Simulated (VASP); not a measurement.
Write the native input for VASP 6.6.1 that does the following.

```yaml
Task: single point
Functional: PBE
Potentials_or_basis: VASP PAW PBE potentials, release 64 (Al, Ga_d, P)
Cutoff: 500 eV
k_mesh: 4 × 4 × 4
Occupations: gaussian, width 0.1 eV
Spin: no spin polarisation
Dipole_correction: no
Further_INCAR_settings: ALGO = Normal; EDIFF = 1e-06; NBANDS = 46
```

The structure of Al2GaP3 lies in POSCAR:

```
Al2GaP3
1.0
   -3.8984580171      3.8927853745     -0.0003802594
    3.8994330686      3.8935712250      0.0045648211
    1.9441245287     -1.9508168965     -8.2574575639
Al Ga P
4 2 6
Direct
    0.3332347453      1.0003525122      0.6661591965
    0.8334188782      0.5000848215      0.6667327857
    0.6663166103     -0.0002349124      0.3332468565
    0.1665258909      0.4997276468      0.3335400925
   -0.0003665588      0.0000471794     -0.0003449629
    0.4998213568      0.5001995759      0.0003444413
    0.3336689275      0.2497114586      0.1675705279
    0.8342794737      0.7498811574      0.1675028139
    0.6661708050      0.2503810513      0.8326151365
    0.1668571374      0.7502433967      0.8325247288
    0.9996846085      0.2498874011      0.5000522343
    0.5003881254      0.7497187117      0.5000561491
```

The input as run:

INCAR

```
SYSTEM = Al2GaP3
ALGO = Normal ; EDIFF = 1E-6
ENCUT = 500 ; GGA = PE
GGA_COMPAT = .FALSE. ; ISIF = 2
ISMEAR = 0 ; LASPH = .TRUE.
LCHARG = .FALSE. ; LREAL = .FALSE.
LWAVE = .FALSE. ; NBANDS = 46
NELM = 120 ; PREC = Accurate
SIGMA = 0.1
```

KPOINTS

```
k-points
0
G
  4 4 4
  0 0 0
```

Potentials or basis: VASP PAW PBE potentials, release 64 (Al, Ga_d, P).

Run with:

```console
$ cat potpaw_PBE.64/Al/POTCAR potpaw_PBE.64/Ga_d/POTCAR potpaw_PBE.64/P/POTCAR > POTCAR
$ mpirun -np 1 vasp_std > vasp.out
```

Results of the run:

- Pressure: -0.1 GPa
- Largest force: 0.019 eV/Å
- Band gap on the k mesh: 1.64 eV

Run time: 4.8 min on 1 thread of Intel(R) Xeon(R) Platinum 8488C (Sapphire Rapids) (shared host), peak memory 0.5 GiB.
